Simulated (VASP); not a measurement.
# Pt (Fm-3m) in VASP: a series of runs

Aim: see how the results for Pt move with the level of theory and the settings. Levels: LDA, PBE. Tasks: elastic constants.

All numbers are computed with VASP 6.6.1; they aren't measurements. Logs are shortened: lines on timing, memory, paths and dates and some standing lists are left out, and cuts for length are marked.

### 1 The cell of the first run

It takes space group Fm-3m (No. 225, cubic). The conventional cell has a = 3.922 Å, b = 3.922 Å, c = 3.922 Å, α = 90.00°, β = 90.00°, γ = 90.00°. Pt (site symmetry m-3m) has 12 Pt at 2.77 Å within 3.7 Å.

### 2 Elastic constants, LDA

File INCAR:

```
SYSTEM = Pt
PREC = Accurate
ENCUT = 600
EDIFF = 1E-8
ISMEAR = -1
SIGMA = 0.05
LREAL = .False.
LASPH = .True.
NELM = 100
ALGO = Normal
ISIF = 3
LWAVE = .False.
LCHARG = .False.
GGA = CA
IBRION = 6
NFREE = 2
POTIM = 0.015
NSW = 1
```

File KPOINTS:

```
regular mesh
0
Gamma
  9 9 9
  0 0 0
```

File POSCAR:

```
Pt
1.0
    0.0000000000      1.9609000000      1.9609000000
    1.9609000000      0.0000000000      1.9609000000
    1.9609000000      1.9609000000      0.0000000000
Pt
1
Direct
    0.0000000000      0.0000000000      0.0000000000
```

Potentials or basis: VASP PAW LDA potentials, release 64 (Pt).

Command:

```sh
$ cat potpaw_LDA.64/Pt/POTCAR > POTCAR
$ mpirun -np 1 vasp_std > vasp.out
```

OUTCAR:

```text
SYSTEM = Pt
   PREC = Accurate
   ENCUT = 600
   EDIFF = 1E-8
   ISMEAR = -1
   LREAL = .False.
   LASPH = .True.
   NELM = 100
   ISIF = 3
   GGA = CA
   IBRION = 6
   NFREE = 2
   POTIM = 0.015
   NSW = 1

 ion  position               nearest neighbor table
   1  0.000  0.000  0.000-

  LATTYP: Found a face centered cubic cell.
 ALAT       =     3.9218000000

  Lattice vectors:

 A1 = (   0.0000000000,   1.9609000000,   1.9609000000)
 A2 = (   1.9609000000,   0.0000000000,   1.9609000000)
 A3 = (   1.9609000000,   1.9609000000,   0.0000000000)

Analysis of symmetry for initial positions (statically):
=====================================================================
 Subroutine PRICEL returns:
 Original cell was already a primitive cell.

 Routine SETGRP: Setting up the symmetry group for a
 face centered cubic supercell.

 Subroutine GETGRP returns: Found 48 space group operations
 (whereof 48 operations were pure point group operations)
 out of a pool of 48 trial point group operations.

The static configuration has the point symmetry O_h .

Analysis of symmetry for dynamics (positions and initial velocities):
=====================================================================
 Subroutine PRICEL returns:
 Original cell was already a primitive cell.

 Routine SETGRP: Setting up the symmetry group for a
 face centered cubic supercell.

 Subroutine GETGRP returns: Found 48 space group operations
 (whereof 48 operations were pure point group operations)
 out of a pool of 48 trial point group operations.

The dynamic configuration has the point symmetry O_h .

 Subroutine INISYM returns: Found 48 space group operations
 (whereof 48 operations are pure point group operations),
 and found     1 'primitive' translations

----------------------------------------------------------------------------------------

                                     Primitive cell

  volume of cell :      15.0798

  direct lattice vectors                    reciprocal lattice vectors
     0.000000000  1.960900000  1.960900000    -0.254984956  0.254984956  0.254984956
     1.960900000  0.000000000  1.960900000     0.254984956 -0.254984956  0.254984956
     1.960900000  1.960900000  0.000000000     0.254984956  0.254984956 -0.254984956

  length of vectors
     2.773131374  2.773131374  2.773131374     0.441646899  0.441646899  0.441646899

  position of ions in fractional coordinates (direct lattice)
     0.000000000  0.000000000  0.000000000

  ion indices of the primitive-cell ions
   primitive index   ion index
                 1           1

----------------------------------------------------------------------------------------

 KPOINTS: regular mesh

Automatic generation of k-mesh.
 Grid dimensions read from file:
 generate k-points for:    9    9    9

 Generating k-lattice:

  Cartesian coordinates                     Fractional coordinates (reciprocal lattice)
    -0.028331662  0.028331662  0.028331662     0.111111111  0.000000000  0.000000000
     0.028331662 -0.028331662  0.028331662     0.000000000  0.111111111  0.000000000
     0.028331662  0.028331662 -0.028331662     0.000000000  0.000000000  0.111111111

  Length of vectors
     0.049071878  0.049071878  0.049071878

  Shift w.r.t. Gamma in fractional coordinates (k-lattice)
     0.000000000  0.000000000  0.000000000

[... 88 lines left out ...]

--------------------------------------- Ionic step        1  -------------------------------------------

 number of electron      10.0000000 magnetization

 Free energy of the ion-electron system (eV)
  ---------------------------------------------------
  ext. energy  EPLUGINS =         0.00000000
  ---------------------------------------------------
  free energy    TOTEN  =        -7.53639858 eV

  energy without entropy =       -7.52480125  energy(sigma->0) =       -7.53059992

------------------------ aborting loop because EDIFF is reached ----------------------------------------

  FORCE on cell =-STRESS in cart. coord.  units (eV):
  Direction    XX          YY          ZZ          XY          YZ          ZX
  --------------------------------------------------------------------------------------
  -------------------------------------------------------------------------------------
  Total       -0.5488602     -0.5488602     -0.5488602     -0.0000000      0.0000000      0.0000000
  in kB      -58.3144193    -58.3144193    -58.3144193     -0.0000000      0.0000000      0.0000000
  external PRESSURE =     -58.3144193 kB  Pullay stress =       0.0000000 kB
[... 86 lines left out ...]
  FREE ENERGIE OF THE ION-ELECTRON SYSTEM (eV)
  ---------------------------------------------------
  free  energy   TOTEN  =        -7.5406290922 eV

  energy  without entropy=       -7.5292311037  energy(sigma->0) =       -7.53493010

[... ionic steps 4 to 12 ...]

--------------------------------------- Ionic step       13  -------------------------------------------

 number of electron      10.0000000 magnetization

------------------------ aborting loop because EDIFF is reached ----------------------------------------
[... 65 lines left out ...]
--------------------------------------- Ionic step       15  -------------------------------------------

 number of electron      10.0000000 magnetization

 Free energy of the ion-electron system (eV)
  ---------------------------------------------------
  ext. energy  EPLUGINS =         0.00000000
  ---------------------------------------------------
  free energy    TOTEN  =        -7.53639853 eV

  energy without entropy =       -7.52480119  energy(sigma->0) =       -7.53059986

 E-fermi :  11.1613     XC(G=0): -13.6871

 val. band max:       11.1152625011   @ k =   0.4444   0.4444   0.0000
 cond. band min:      11.1696359445   @ k =   0.4444   0.1111   0.0000
 fundamental gap:      0.0543734434
 Fermi energy:        11.1612939521

 k-point     1 :       0.0000    0.0000    0.0000
  band No.  band energies     occupation
      1       0.8930      2.00000
      2       7.3226      2.00000
      3       7.3226      2.00000
      4       7.3226      2.00000
      5       9.5191      2.00000
      6       9.5191      2.00000
      7      25.7603      0.00000
      8      30.6849      0.00000
      9      30.6849      0.00000
[... 265 lines left out ...]
 k-point    24 :       0.4444    0.4444    0.0000
  band No.  band energies     occupation
      1       4.1090      2.00000
      2       4.5551      2.00000
      3      11.1153      1.43034
      4      11.4113      0.01337
      5      11.4113      0.01337
      6      12.0865      0.00000
      7      21.0772      0.00000
      8      22.8772      0.00000
      9      22.8772      0.00000

 [... further k-points ...]
[... 5 lines left out ...]
  --------------------------------------------------------------------------------------
  -------------------------------------------------------------------------------------
  Total       -0.5489194     -0.5489194     -0.5489194      0.0000000     -0.0000000     -0.0000000
  in kB      -58.3207159    -58.3207159    -58.3207159      0.0000000     -0.0000000     -0.0000000
  external PRESSURE =     -58.3207159 kB  Pullay stress =       0.0000000 kB
[... 16 lines left out ...]
  FREE ENERGIE OF THE ION-ELECTRON SYSTEM (eV)
  ---------------------------------------------------
  free  energy   TOTEN  =        -7.5363985346 eV

  energy  without entropy=       -7.5248011935  energy(sigma->0) =       -7.53059986

 INTERNAL STRAIN TENSORS FROM STRAINED CELLS
 ============================================

 INTERNAL STRAIN TENSOR FOR ION    1 for displacements in x,y,z  (eV/Angst):
          X           Y           Z          XY          YZ          ZX
  --------------------------------------------------------------------------------
  x     0.00000    -0.00000    -0.00000     0.00000     0.00000     0.00000
  y     0.00000    -0.00000    -0.00000     0.00000     0.00000     0.00000
  z    -0.00000     0.00000     0.00000     0.00000    -0.00000     0.00000

 INTERNAL STRAIN TENSORS FROM DISPLACED ATOMS
 ============================================

 INTERNAL STRAIN TENSOR FOR ION    1 for displacements in x,y,z  (eV/Angst):
          X           Y           Z          XY          YZ          ZX
  --------------------------------------------------------------------------------
  x     0.00000     0.00000     0.00000     0.00000     0.00000     0.00000
  y     0.00000     0.00000     0.00000     0.00000     0.00000     0.00000
  z     0.00000     0.00000     0.00000     0.00000     0.00000     0.00000

 Eigenvectors and eigenvalues of the dynamical matrix
 ----------------------------------------------------

   1 f  =    0.000000 THz     0.000000 2PiTHz    0.000000 cm-1     0.000000 meV
             X         Y         Z           dx          dy          dz
      0.000000  0.000000  0.000000     0.707107   -0.707107    0.000000

   2 f  =    0.000000 THz     0.000000 2PiTHz    0.000000 cm-1     0.000000 meV
             X         Y         Z           dx          dy          dz
      0.000000  0.000000  0.000000    -0.707107   -0.707107    0.000000

   3 f  =    0.000000 THz     0.000000 2PiTHz    0.000000 cm-1     0.000000 meV
             X         Y         Z           dx          dy          dz
      0.000000  0.000000  0.000000     0.000000    0.000000    1.000000

--------------------------------------------------------------------------------------------------------

 ELASTIC MODULI CONTR FROM IONIC RELAXATION (kBar)
 Direction    XX          YY          ZZ          XY          YZ          ZX
 --------------------------------------------------------------------------------
 XX           0.0000      0.0000      0.0000      0.0000      0.0000      0.0000
 YY           0.0000      0.0000      0.0000      0.0000      0.0000      0.0000
 ZZ           0.0000      0.0000      0.0000      0.0000      0.0000      0.0000
 XY           0.0000      0.0000      0.0000      0.0000      0.0000      0.0000
 YZ           0.0000      0.0000      0.0000      0.0000      0.0000      0.0000
 ZX           0.0000      0.0000      0.0000      0.0000      0.0000      0.0000
 --------------------------------------------------------------------------------

 TOTAL ELASTIC MODULI (kBar)
 Direction    XX          YY          ZZ          XY          YZ          ZX
 --------------------------------------------------------------------------------
 XX        3723.6933   2385.6147   2385.6147     -0.0000      0.0000      0.0000
 YY        2385.6147   3723.6933   2385.6147      0.0000      0.0000      0.0000
 ZZ        2385.6147   2385.6147   3723.6933     -0.0000      0.0000      0.0000
 XY          -0.0000      0.0000     -0.0000    727.9910      0.0000      0.0000
 YZ           0.0000      0.0000      0.0000      0.0000    727.9910      0.0000
 ZX           0.0000      0.0000      0.0000      0.0000      0.0000    727.9910
 --------------------------------------------------------------------------------
```

Run time: 89 s. Hardware: 1 thread of Intel Xeon Platinum 8488C (Sapphire Rapids), shared host; peak memory 0.21 GiB.

Results:

- Elastic constants C11, C12, C44: 372, 239, 73 GPa
- Voigt bulk modulus: 283 GPa

Elastic tensor in Voigt notation (GPa, in the Cartesian axes of the cell as first typed):
```
372 239 239   0   0   0
239 372 239   0   0   0
239 239 372   0   0   0
  0   0   0  73   0   0
  0   0   0   0  73   0
  0   0   0   0   0  73
```

Clamped-ion elastic tensor (GPa):
```
372 239 239   0   0   0
239 372 239   0   0   0
239 239 372   0   0   0
  0   0   0  73   0   0
  0   0   0   0  73   0
  0   0   0   0   0  73
```

Caveat: the cell is under stress, which shifts elastic constants; spin-orbit coupling is left out, which moves the levels of the heavy elements.

### 3 Elastic constants, PBE

INCAR: that of step 2 with these lines changed.

```diff
@@ -9,3 +9,3 @@
 NELM = 100
-ALGO = Normal
+ALGO = Fast
 ISIF = 3
@@ -13,3 +13,4 @@
 LCHARG = .False.
-GGA = CA
+GGA = PE
+NBANDS = 11
 IBRION = 6
```

File KPOINTS:

```
Automatic mesh
0
Gamma
  9 9 9
  0 0 0
```

POSCAR is that of step 2.

Potentials or basis: VASP PAW PBE potentials, release 64 (Pt).

Command:

```sh
$ cat potpaw_PBE.64/Pt/POTCAR > POTCAR
$ mpirun -np 1 vasp_std > vasp.out
```

It took 2.4 min on 1 thread of Intel Xeon Platinum 8488C (Sapphire Rapids), shared host; peak memory 0.21 GiB.

The run converged. Its results:

| Quantity | Value |
| --- | --- |
| Elastic constants C11, C12, C44 | 383, 246, 82 GPa |
| Voigt bulk modulus | 292 GPa |

Elastic tensor in Voigt notation (GPa, in the Cartesian axes of the cell as first typed):
```
383 246 246   0   0   0
246 383 246   0   0   0
246 246 383   0   0   0
  0   0   0  82   0   0
  0   0   0   0  82   0
  0   0   0   0   0  82
```

Clamped-ion elastic tensor (GPa):
```
383 246 246   0   0   0
246 383 246   0   0   0
246 246 383   0   0   0
  0   0   0  82   0   0
  0   0   0   0  82   0
  0   0   0   0   0  82
```

Caveat: the cell is under stress, which shifts elastic constants; spin-orbit coupling is left out, which moves the levels of the heavy elements.
